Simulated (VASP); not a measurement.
Crystal: Rh.

```
CELL_PARAMETERS angstrom
2.68397 0.00000 0.00000
1.34198 2.32438 0.00000
1.34198 0.77479 2.19145
ATOMIC_POSITIONS crystal
Rh 0.00000 0.00000 0.00000
```

Base run:

| Item | Value |
| --- | --- |
| Program | VASP 6.6.1 |
| Functional | PBE |
| Potentials or basis | VASP PAW PBE potentials, release 64 (Rh_pv) |
| Cutoff | 520 eV |
| k mesh | 13 × 13 × 13 |
| Occupations | fermi-dirac, width 0.3 eV |
| Spin | no spin polarisation |

Its results: pressure 11.3 GPa.

**Question.** The run is repeated on the same cell with these changes: occupations from fermi-dirac, width 0.3 eV to fermi-dirac, width 0.2 eV. What comes out?

**Answer.** Pressure 9.3 GPa.
